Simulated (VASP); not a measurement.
# HfN (P6_3mc) in VASP: further runs

The runs below take HfN through single point, with LDA.

Program: VASP 6.6.1. These are calculated values, not measurements. Logs are shortened: lines on timing, memory, paths and dates and some standing lists are left out, and cuts for length are marked.

## 1. The cell of the first run

The structure is hexagonal, space group P6_3mc (No. 186). Conventional cell: a = 3.417 Å, b = 3.417 Å, c = 5.518 Å, α = 90.00°, β = 90.00°, γ = 120.00°. Within 2.7 Å of Hf (site symmetry 3m) lie 4 N at 2.08 to 2.09 Å. N (site symmetry 3m) has 4 Hf at 2.08 to 2.09 Å within 2.7 Å.

## 2. Single point, LDA

File INCAR:

```
SYSTEM = HfN
PREC = Accurate ; ENCUT = 520
EDIFF = 1E-6 ; ISMEAR = -1
SIGMA = 0.1 ; LREAL = .False.
LASPH = .True. ; NELM = 60
ALGO = Normal ; ISIF = 2
LWAVE = .False. ; LCHARG = .False.
GGA = CA ; NBANDS = 23
```

File KPOINTS:

```
regular mesh
0
Gamma
  14 14 8
  0 0 0
```

File POSCAR:

```
HfN
1.0
    3.4172864262      0.0000000000      0.0000000000
   -1.7086432131      2.9594568571      0.0000000000
    0.0000000000      0.0000000000      5.5178046961
Hf N
2 2
Direct
    0.3333333333      0.6666666667     -0.0005598573
    0.6666666667      0.3333333333      0.4994401427
    0.3333333333      0.6666666667      0.3755598573
    0.6666666667      0.3333333333      0.8755598573
```

Potentials or basis: VASP PAW LDA potentials, release 64 (Hf_pv, N).

On the command line:

```bash
cat potpaw_LDA.64/Hf_pv/POTCAR potpaw_LDA.64/N/POTCAR > POTCAR
mpirun -np 1 vasp_std > vasp.out
```

OUTCAR:

```text
SYSTEM = HfN
   PREC = Accurate
   ENCUT = 520
   EDIFF = 1E-6
   ISMEAR = -1
   LREAL = .False.
   LASPH = .True.
   NELM = 60
   ISIF = 2
   GGA = CA

 ion  position               nearest neighbor table
   1  0.333  0.667  0.999-   3 2.08   4 2.09   4 2.09   4 2.09   2 3.39   2 3.39   2 3.39   2 3.39
                             2 3.39   2 3.39
   2  0.667  0.333  0.499-   4 2.08   3 2.09   3 2.09   3 2.09   1 3.39   1 3.39   1 3.39   1 3.39
                             1 3.39   1 3.39
   3  0.333  0.667  0.376-   1 2.08   2 2.09   2 2.09   2 2.09
   4  0.667  0.333  0.876-   2 2.08   1 2.09   1 2.09   1 2.09

  LATTYP: Found a hexagonal cell.
 ALAT       =     3.4172864262
 C/A-ratio  =     1.6146743374

  Lattice vectors:

 A1 = (   3.4172864262,   0.0000000000,   0.0000000000)
 A2 = (  -1.7086432131,   2.9594568571,   0.0000000000)
 A3 = (   0.0000000000,   0.0000000000,   5.5178046961)

Analysis of symmetry for initial positions (statically):
=====================================================================
 Subroutine PRICEL returns:
 Original cell was already a primitive cell.

 Routine SETGRP: Setting up the symmetry group for a
 hexagonal supercell.

 Subroutine GETGRP returns: Found 12 space group operations
 (whereof  6 operations were pure point group operations)
 out of a pool of 24 trial point group operations.

The static configuration has the point symmetry C_3v.
 The point group associated with its full space group is C_6v.

Analysis of symmetry for dynamics (positions and initial velocities):
=====================================================================
 Subroutine PRICEL returns:
 Original cell was already a primitive cell.

 Routine SETGRP: Setting up the symmetry group for a
 hexagonal supercell.

 Subroutine GETGRP returns: Found 12 space group operations
 (whereof  6 operations were pure point group operations)
 out of a pool of 24 trial point group operations.

The dynamic configuration has the point symmetry C_3v.
 The point group associated with its full space group is C_6v.

 Subroutine INISYM returns: Found 12 space group operations
 (whereof  6 operations are pure point group operations),
 and found     1 'primitive' translations

----------------------------------------------------------------------------------------

                                     Primitive cell

  volume of cell :      55.8033

  direct lattice vectors                    reciprocal lattice vectors
     3.417286426  0.000000000  0.000000000     0.292629846  0.168949920  0.000000000
    -1.708643213  2.959456857  0.000000000     0.000000000  0.337899841  0.000000000
     0.000000000  0.000000000  5.517804696     0.000000000  0.000000000  0.181231496

  length of vectors
     3.417286426  3.417286426  5.517804696     0.337899841  0.337899841  0.181231496

  position of ions in fractional coordinates (direct lattice)
     0.333333333  0.666666667  0.999440143
     0.666666667  0.333333333  0.499440143
     0.333333333  0.666666667  0.375559857
     0.666666667  0.333333333  0.875559857

  ion indices of the primitive-cell ions
   primitive index   ion index
                 1           1
                 2           2
                 3           3
                 4           4

----------------------------------------------------------------------------------------

 KPOINTS: regular mesh

Automatic generation of k-mesh.
 Grid dimensions read from file:
 generate k-points for:   14   14    8

 Generating k-lattice:

  Cartesian coordinates                     Fractional coordinates (reciprocal lattice)
     0.020902132  0.012067851  0.000000000     0.071428571  0.000000000  0.000000000
     0.000000000  0.024135703  0.000000000     0.000000000  0.071428571  0.000000000
     0.000000000  0.000000000  0.022653937     0.000000000  0.000000000  0.125000000

  Length of vectors
     0.024135703  0.024135703  0.022653937

  Shift w.r.t. Gamma in fractional coordinates (k-lattice)
     0.000000000  0.000000000  0.000000000

 Subroutine IBZKPT returns following result:
 ===========================================

 Found    120 irreducible k-points:

 Following reciprocal coordinates:
            Coordinates               Weight
  0.000000  0.000000  0.000000      1.000000
  0.071429  0.000000  0.000000      6.000000
  0.142857  0.000000  0.000000      6.000000
  0.214286  0.000000  0.000000      6.000000
  0.285714  0.000000  0.000000      6.000000
  0.357143  0.000000  0.000000      6.000000
[... 16 lines left out ...]
  0.285714  0.285714  0.000000      6.000000
  0.357143  0.285714  0.000000      6.000000
 [... further k-points ...]
   k-points           NKPTS =    120   k-points in BZ     NKDIM =    120   number of bands    NBANDS=     23
   number of dos      NEDOS =    301   number of ions     NIONS =      4
   total plane-waves  NPLWV =  32928
   dimension x,y,z NGX =    28 NGY =   28 NGZ =   42
   dimension x,y,z NGXF=    56 NGYF=   56 NGZF=   84
   ions per type =               2   2
   NGX,Y,Z   is equivalent  to a cutoff of  13.62, 13.62, 12.65 a.u.
   NGXF,Y,Z  is equivalent  to a cutoff of  27.24, 27.24, 25.31 a.u.
 SYSTEM =  HfN
   PREC   = accura    normal or accurate (medium, high low for compatibility)
   ISTART =      0    job   : 0-new  1-cont  2-samecut
   ICHARG =      2    charge: 1-file 2-atom 10-const
   ISPIN  =      1    spin polarized calculation?
   LNONCOLLINEAR =      F non collinear calculations
   LSORBIT =      F    spin-orbit coupling
   LASPH  =      T    aspherical Exc in radial PAW
   ENCUT  =  520.0 eV  38.22 Ry    6.18 a.u.   6.35  6.35 10.26*2*pi/ulx,y,z
   NELM   =     60;   NELMIN=  2; NELMDL= -5     # of ELM steps
   EDIFF  = 0.1E-05   stopping-criterion for ELM
   LREAL  =      F    real-space projection
   EDIFFG = 0.1E-04   stopping-criterion for IOM
   NSW    =      0    number of steps for IOM
   IBRION =     -1    ionic relax: 0-MD 1-quasi-New 2-CG
   NFREE  =      0    steps in history (QN), initial steepest desc. (CG)
   ISIF   =      2    stress and relaxation
   ISYM   =      2    0-nonsym 1-usesym 2-fastsym
   POTIM  = 0.5000    time-step for ionic-motion
   TEBEG  =    0.0;   TEEND  =   0.0 temperature during run
   PSTRESS=    0.0 pullay stress
   NELECT =      30.0000    total number of electrons
   NUPDOWN=      -1.0000    fix difference up-down
   EMIN   =  10.00;   EMAX   =-10.00  energy-range for DOS
   EFERMI =   0.00;   METHOD = LEGACY
   ISMEAR =    -1;   SIGMA  =   0.10  broadening in eV -4-tet -1-fermi 0-gaus
   EFERMI_NEDOS =   21; number of points for ismear=-14 and -15
   IALGO  =     38    algorithm
   IMIX   =      4    mixing-type and parameters
     AMIX     =   0.40;   BMIX     =  1.00
     AMIX_MAG =   1.60;   BMIX_MAG =  1.00
  volume/ion in A,a.u.               =      13.95        94.14
  Fermi-wavevector in a.u.,A,eV,Ry     =   1.331155  2.515518 24.109170  1.771974
  Thomas-Fermi vector in A             =   2.460188
   LORBIT       =      0    0 simple, 1 ext, 2 COOP (PROOUT), +10 PAW based schemes
   GGA     = CA    functional components
   LHFCALC =     F    Hartree Fock is set to
   AEXX    =    0.0000 exact exchange contribution
   IVDW    =     0    specifies the selected vdW correction
   LEPSILON=     F    determine dielectric tensor
   LRPA    =     F    only Hartree local field effects (RPA)
 non-spin polarized calculation
  energy-cutoff  :      520.00
  volume of cell :       55.80
 maximum number of plane-waves:      1534
 NGX is ok and might be reduce to    28
   NGX = 13   NGY = 13   NGZ = 21

 number of electron      29.9999996 magnetization

 Free energy of the ion-electron system (eV)
  ---------------------------------------------------
  ext. energy  EPLUGINS =         0.00000000
  ---------------------------------------------------
  free energy    TOTEN  =       -45.49557870 eV

  energy without entropy =      -45.41438961  energy(sigma->0) =      -45.45498415

 E-fermi :   6.3295     XC(G=0): -11.7729

 val. band max:        6.3272346434   @ k =   0.1429   0.0714   0.2500
 cond. band min:       6.3447755614   @ k =   0.0714   0.0714   0.0000
 fundamental gap:      0.0175409180
 Fermi energy:         6.3295427443

 k-point     1 :       0.0000    0.0000    0.0000
  band No.  band energies     occupation
      1     -25.2281      2.00000
      2     -24.6620      2.00000
      3     -24.6620      2.00000
      4     -24.6045      2.00000
      5     -24.5751      2.00000
      6     -24.5751      2.00000
[... 15 lines left out ...]
     22      11.2667      0.00000
     23      11.7558      0.00000

 k-point     2 :       0.0714    0.0000    0.0000
  band No.  band energies     occupation
      1     -25.2194      2.00000
      2     -24.6840      2.00000
      3     -24.6685      2.00000
      4     -24.6087      2.00000
      5     -24.5999      2.00000
      6     -24.5787      2.00000
[... 15 lines left out ...]
     22      11.5011      0.00000
     23      11.7638      0.00000

 k-point     3 :       0.1429    0.0000    0.0000
  band No.  band energies     occupation
      1     -25.1945      2.00000
      2     -24.7451      2.00000
      3     -24.6863      2.00000
      4     -24.6689      2.00000
      5     -24.6203      2.00000
      6     -24.5889      2.00000
[... 15 lines left out ...]
     22      11.7949      0.00000
     23      12.0977      0.00000
[... 495 lines left out ...]
 k-point    23 :       0.2857    0.2857    0.0000
  band No.  band energies     occupation
      1     -25.0474      2.00000
      2     -25.0237      2.00000
      3     -24.9108      2.00000
      4     -24.8756      2.00000
      5     -24.7802      2.00000
      6     -24.7678      2.00000
[... 15 lines left out ...]
     22      12.2888      0.00000
     23      12.5740      0.00000

 k-point    24 :       0.3571    0.2857    0.0000
  band No.  band energies     occupation
      1     -25.0402      2.00000
      2     -25.0129      2.00000
      3     -24.9443      2.00000
      4     -24.8475      2.00000
      5     -24.8079      2.00000
      6     -24.7836      2.00000
[... 15 lines left out ...]
     22      12.4195      0.00000
     23      12.5046      0.00000

 [... further k-points ...]

------------------------ aborting loop because EDIFF is reached ----------------------------------------

  FORCE on cell =-STRESS in cart. coord.  units (eV):
  Direction    XX          YY          ZZ          XY          YZ          ZX
  --------------------------------------------------------------------------------------
  -------------------------------------------------------------------------------------
  Total        0.7407455      0.7407455      0.6126184     -0.0000000      0.0000000      0.0000000
  in kB       21.2676690     21.2676690     17.5889891     -0.0000000      0.0000000      0.0000000
  external PRESSURE =      20.0414424 kB  Pullay stress =       0.0000000 kB

 VOLUME and BASIS-vectors are now :
 -----------------------------------------------------------------------------
  energy-cutoff  :      520.00
  volume of cell :       55.80
      direct lattice vectors                 reciprocal lattice vectors
     3.417286426  0.000000000  0.000000000     0.292629846  0.168949920  0.000000000
    -1.708643213  2.959456857  0.000000000     0.000000000  0.337899841  0.000000000
     0.000000000  0.000000000  5.517804696     0.000000000  0.000000000  0.181231496

 POSITION                                       TOTAL-FORCE (eV/Angst)
 -----------------------------------------------------------------------------------
     -0.00000      1.97297      5.51472         0.000000      0.000000     -0.008173
      1.70864      0.98649      2.75581        -0.000000      0.000000     -0.008173
     -0.00000      1.97297      2.07227         0.000000      0.000000      0.008173
      1.70864      0.98649      4.83117        -0.000000      0.000000      0.008173
 -----------------------------------------------------------------------------------
    total drift:                               -0.000000      0.000000     -0.000161

  FREE ENERGIE OF THE ION-ELECTRON SYSTEM (eV)
  ---------------------------------------------------
  free  energy   TOTEN  =       -45.4955786954 eV

  energy  without entropy=      -45.4143896135  energy(sigma->0) =      -45.45498415
```

Run time: 79 s. Hardware: 1 thread of AMD EPYC 9R45 (Zen 5), shared host; peak memory 0.22 GiB.

What came out:

* Free energy: -45.4956 eV
* Pressure: 2.0 GPa
* Largest force: 0.008 eV/Å
* Band gap on the k mesh: zero (band 15 reaches 7.79 eV, above the bottom of band 16 at 5.89 eV)

Forces in eV/Å, atoms in the order of the input:
```
Hf   0.000  0.000 -0.008
Hf   0.000  0.000 -0.008
N    0.000  0.000  0.008
N    0.000  0.000  0.008
```

Caveat: spin-orbit coupling is left out, which moves the levels of the heavy elements.

## 3. Single point, LDA

This run uses another cell than the first one, of 14.09 Å³/atom, 1.010 times its volume.

File INCAR:

```
SYSTEM = HfN
PREC = Accurate ; ENCUT = 520
EDIFF = 1E-6 ; ISMEAR = -1
SIGMA = 0.1 ; LREAL = .False.
LASPH = .True. ; NELM = 60
ALGO = Normal ; ISIF = 2
LWAVE = .False. ; LCHARG = .True.
GGA = CA ; LELF = .True.
LVHAR = .True. ; NBANDS = 23
```

File KPOINTS:

```
Automatic mesh
0
Gamma
  14 14 8
  0 0 0
```

File POSCAR:

```
HfN
1.0
    3.4287539163      0.0000000000      0.0000000000
   -1.7143769581      2.9693879948      0.0000000000
    0.0000000000      0.0000000000      5.5363209580
Hf N
2 2
Direct
    0.3333333333      0.6666666667     -0.0005598573
    0.6666666667      0.3333333333      0.4994401427
    0.3333333333      0.6666666667      0.3755598573
    0.6666666667      0.3333333333      0.8755598573
```

Potentials or basis: VASP PAW LDA potentials, release 64 (Hf_pv, N).

On the command line:

```bash
cat potpaw_LDA.64/Hf_pv/POTCAR potpaw_LDA.64/N/POTCAR > POTCAR
mpirun -np 1 vasp_std > vasp.out
```

Run time: 96 s. Hardware: 1 thread of AMD EPYC 9R45 (Zen 5), shared host; peak memory 0.22 GiB.

It converged, with:

```yaml
Free_energy: -45.4991 eV
Pressure: -0.2 GPa
Largest_force: 0.003 eV/Å
Band_gap_on_the_k_mesh: zero (band 15 reaches 7.68 eV, above the bottom of band 16 at 5.81 eV)
```

Forces in eV/Å, atoms in the order of the input:
```
Hf   0.000  0.000 -0.003
Hf   0.000  0.000 -0.003
N    0.000  0.000  0.003
N    0.000  0.000  0.003
```

Stress tensor (GPa, compression positive):
```
-0.06  0.00  0.00
 0.00 -0.06  0.00
 0.00  0.00 -0.35
```

Levels at points of the mesh, in eV from the Fermi level:
| k point | band 12 | band 13 | band 14 | band 15 | band 16 | band 17 | band 18 | band 19 |
| --- | --- | --- | --- | --- | --- | --- | --- | --- |
| (0.00, 0.00, 0.00) | -5.78 | -5.22 | -5.22 | -0.69 | 0.64 | 0.64 | 1.84 | 3.20 |
| (0.50, 0.00, 0.00) | -4.68 | -4.66 | -3.89 | -0.89 | -0.07 | 1.08 | 2.33 | 2.35 |
| (0.00, 0.00, 0.50) | -5.61 | -5.61 | -5.61 | 1.39 | 1.39 | 2.11 | 2.11 | 2.11 |
| (0.50, 0.00, 0.50) | -4.76 | -4.62 | -4.62 | 0.35 | 0.35 | 2.29 | 2.29 | 2.97 |

Caveat: spin-orbit coupling is left out, which moves the levels of the heavy elements.
